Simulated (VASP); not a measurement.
# TePt (P6_3/mmc) in VASP: single point with PBEsol

Aim: the single point of TePt with PBEsol.

Program: VASP 6.6.1. These are calculated values, not measurements. Logs are shortened: lines on timing, memory, paths and dates and some standing lists are left out, and cuts for length are marked.

## (1) The cell of the first run

It takes space group P6_3/mmc (No. 194, hexagonal). The conventional cell has a = 4.137 Å, b = 4.137 Å, c = 5.428 Å, α = 90.00°, β = 90.00°, γ = 120.00°. Te (site symmetry -6m2) has 6 Pt at 2.75 Å and 6 Te at 3.62 Å within 3.7 Å. Within 3.6 Å of Pt (site symmetry -3m) lie 2 Pt at 2.71 Å and 6 Te at 2.75 Å.

## (2) Single point, PBEsol, collinear spin (20.11 Å³/atom)

INCAR reads:

```
SYSTEM = TePt
ALGO = Normal ; EDIFF = 1E-6
ENCUT = 500 ; GGA = PS
GGA_COMPAT = .False. ; ISIF = 2
ISMEAR = 0 ; ISPIN = 2
LASPH = .True. ; LCHARG = .False.
LMAXMIX = 4 ; LORBIT = 11
LREAL = .False. ; LWAVE = .False.
MAGMOM = 0 0 0.4 0.4 ; NBANDS = 28
NELM = 200 ; NUPDOWN = 0.8
PREC = Accurate ; SIGMA = 0.15
```

KPOINTS reads:

```
k-points
0
Gamma
  12 12 8
  0 0 0
```

POSCAR reads:

```
TePt
1.0
    4.1367606456      0.0000000000      0.0000000000
   -2.0683803228      3.5825398085      0.0000000000
    0.0000000000      0.0000000000      5.4282999031
Te Pt
2 2
Direct
    0.3333333333      0.6666666667      0.2500000000
    0.6666666667      0.3333333333      0.7500000000
    0.0000000000      0.0000000000      0.0000000000
    0.0000000000      0.0000000000      0.5000000000
```

Potentials or basis: VASP PAW PBE potentials, release 64 (Te, Pt).

The run is started by

```bash
$ cat potpaw_PBE.64/Te/POTCAR potpaw_PBE.64/Pt/POTCAR > POTCAR
$ mpirun -np 1 vasp_std > vasp.out
```

OUTCAR:

```text
SYSTEM = TePt
   EDIFF = 1E-6
   ENCUT = 500
   GGA = PS
   ISIF = 2
   ISMEAR = 0
   ISPIN = 2
   LASPH = .True.
   LORBIT = 11
   LREAL = .False.
   NELM = 200
   NUPDOWN = 0.8
   PREC = Accurate

 ion  position               nearest neighbor table
   1  0.333  0.667  0.250-   3 2.75   4 2.75   3 2.75   4 2.75   3 2.75   4 2.75   2 3.62   2 3.62
                             2 3.62   2 3.62   2 3.62   2 3.62
   2  0.667  0.333  0.750-   3 2.75   4 2.75   3 2.75   4 2.75   3 2.75   4 2.75   1 3.62   1 3.62
                             1 3.62   1 3.62   1 3.62   1 3.62
   3  0.000  0.000  0.000-   4 2.71   4 2.71   1 2.75   2 2.75   2 2.75   1 2.75   2 2.75   1 2.75

   4  0.000  0.000  0.500-   3 2.71   3 2.71   1 2.75   2 2.75   2 2.75   1 2.75   2 2.75   1 2.75

  LATTYP: Found a hexagonal cell.
 ALAT       =     4.1367606456
 C/A-ratio  =     1.3122102940

  Lattice vectors:

 A1 = (   4.1367606456,   0.0000000000,   0.0000000000)
 A2 = (  -2.0683803228,   3.5825398085,   0.0000000000)
 A3 = (   0.0000000000,   0.0000000000,   5.4282999031)

Analysis of symmetry for initial positions (statically):
=====================================================================
 Subroutine PRICEL returns:
 Original cell was already a primitive cell.

 Routine SETGRP: Setting up the symmetry group for a
 hexagonal supercell.

 Subroutine GETGRP returns: Found 24 space group operations
 (whereof 12 operations were pure point group operations)
 out of a pool of 24 trial point group operations.

The static configuration has the point symmetry D_3d.
 The point group associated with its full space group is D_6h.

Analysis of symmetry for dynamics (positions and initial velocities):
=====================================================================
 Subroutine PRICEL returns:
 Original cell was already a primitive cell.

 Routine SETGRP: Setting up the symmetry group for a
 hexagonal supercell.

 Subroutine GETGRP returns: Found 24 space group operations
 (whereof 12 operations were pure point group operations)
 out of a pool of 24 trial point group operations.

The dynamic configuration has the point symmetry D_3d.
 The point group associated with its full space group is D_6h.

Analysis of structural, dynamic, and magnetic symmetry:
=====================================================================
 Subroutine PRICEL returns:
 Original cell was already a primitive cell.

 Routine SETGRP: Setting up the symmetry group for a
 hexagonal supercell.

 Subroutine GETGRP returns: Found 24 space group operations
 (whereof 12 operations were pure point group operations)
 out of a pool of 24 trial point group operations.
[... 135 lines left out ...]
   LEPSILON=     F    determine dielectric tensor
   LRPA    =     F    only Hartree local field effects (RPA)
 spin polarized calculation
 Gauss-broadening in eV      SIGMA  =   0.15
  energy-cutoff  :      500.00
  volume of cell :       80.45
 maximum number of plane-waves:      2067
   NGX = 15   NGY = 15   NGZ = 19

 number of electron      32.0000002 magnetization       0.8000000

 Free energy of the ion-electron system (eV)
  ---------------------------------------------------
  ext. energy  EPLUGINS =         0.00000000
  ---------------------------------------------------
  free energy    TOTEN  =       -21.57579611 eV

  energy without entropy =      -21.55263959  energy(sigma->0) =      -21.56421785

 E-fermi :  10.2505     XC(G=0): -11.6854

 val. band max:       10.8874669529   @ k =   0.3333   0.0833   0.2500
 cond. band min:      10.2541358524   @ k =   0.2500   0.0000   0.1250
 fundamental gap:     -0.6333311006
 Fermi energy:        10.8991052514

 spin component 1

 k-point     1 :       0.0000    0.0000    0.0000
  band No.  band energies     occupation
      1      -4.1718      1.00000
      2      -1.0361      1.00000
      3       2.6815      1.00000
      4       3.7927      1.00000
      5       3.7927      1.00000
      6       4.3601      1.00000
[... 733 lines left out ...]
     27      21.5106      0.00000
     28      21.6865      0.00000

 [... further k-points ...]

 spin component 2

 k-point     1 :       0.0000    0.0000    0.0000
  band No.  band energies     occupation
      1      -4.0491      1.00000
      2      -0.9072      1.00000
      3       2.8043      1.00000
      4       3.9215      1.00000
      5       3.9215      1.00000
      6       4.4867      1.00000
[... 733 lines left out ...]
     27      21.6083      0.00000
     28      21.8025      0.00000

 [... further k-points ...]

------------------------ aborting loop because EDIFF is reached ----------------------------------------

  FORCE on cell =-STRESS in cart. coord.  units (eV):
  Direction    XX          YY          ZZ          XY          YZ          ZX
  --------------------------------------------------------------------------------------
  -------------------------------------------------------------------------------------
  Total        5.0484198      5.0484198      5.1944885      0.0000000     -0.0000000      0.0000000
  in kB      100.5427569    100.5427569    103.4518170      0.0000000     -0.0000000      0.0000000
  external PRESSURE =     101.5124436 kB  Pullay stress =       0.0000000 kB

 VOLUME and BASIS-vectors are now :
 -----------------------------------------------------------------------------
  energy-cutoff  :      500.00
  volume of cell :       80.45
      direct lattice vectors                 reciprocal lattice vectors
     4.136760646  0.000000000  0.000000000     0.241735040  0.139565790  0.000000000
    -2.068380323  3.582539808  0.000000000     0.000000000  0.279131581  0.000000000
     0.000000000  0.000000000  5.428299903     0.000000000  0.000000000  0.184219741

 POSITION                                       TOTAL-FORCE (eV/Angst)
 -----------------------------------------------------------------------------------
     -0.00000      2.38836      1.35707         0.000000     -0.000000      0.000000
      2.06838      1.19418      4.07122        -0.000000      0.000000      0.000000
      0.00000      0.00000      0.00000        -0.000000      0.000000      0.000000
      0.00000      0.00000      2.71415        -0.000000      0.000000      0.000000
 -----------------------------------------------------------------------------------
    total drift:                               -0.000000      0.000000      0.000000

  FREE ENERGIE OF THE ION-ELECTRON SYSTEM (eV)
  ---------------------------------------------------
  free  energy   TOTEN  =       -21.5757961118 eV

  energy  without entropy=      -21.5526395908  energy(sigma->0) =      -21.56421785

 total charge

# of ion       s       p       d       tot
------------------------------------------
    1        1.410   1.810   0.117   3.336
    2        1.410   1.810   0.117   3.336
    3        0.651   0.580   8.247   9.477
    4        0.651   0.580   8.247   9.477
--------------------------------------------------
tot          4.121   4.778  16.728  25.627

 magnetization (x)

# of ion       s       p       d       tot
------------------------------------------
    1        0.022   0.092   0.006   0.119
    2        0.022   0.092   0.006   0.119
    3        0.009   0.026   0.164   0.199
    4        0.009   0.026   0.164   0.199
--------------------------------------------------
tot          0.062   0.236   0.338   0.636
```

stdout:

```text
POSCAR found type information on POSCAR TePt
 POSCAR found :  2 types and       4 ions
 scaLAPACK will be used
 -----------------------------------------------------------------------------
|                                                                             |
|                                                                             |
|     You enforced a specific xc type in the INCAR file but a different       |
|     I HOPE YOU KNOW WHAT YOU ARE DOING!                                     |
|                                                                             |
 -----------------------------------------------------------------------------

 LDA part: xc-table for (Slater+PW92), standard interpolation
 POSCAR, INCAR and KPOINTS ok, starting setup
 FFT: planning ... GRIDC
 FFT: planning ... GRID_SOFT
 FFT: planning ... GRID
 WAVECAR not read
 entering main loop
```

It took 8.3 min on 1 thread of Intel Xeon 8259CL, shared host; peak memory 0.42 GiB.

What came out:

```yaml
Free_energy: -21.5758 eV
Pressure: 10.2 GPa
Net_moment: 0.80 μB per cell
Site_moments: Te +0.12; Pt +0.20 μB
Valence_electrons_inside_the_program's_atomic_spheres: Te 3.34; Pt 9.48
```

Stress tensor (GPa, compression positive):
```
10.05  0.00  0.00
 0.00 10.05  0.00
 0.00  0.00 10.35
```

Caveat: the cell stands under pressure; the PAW data sets were made with another functional, which shifts forces and pressure a little; spin-orbit coupling is left out, which moves the levels of the heavy elements; the total moment is fixed, so each spin has its own Fermi level and the state may be an excited one.
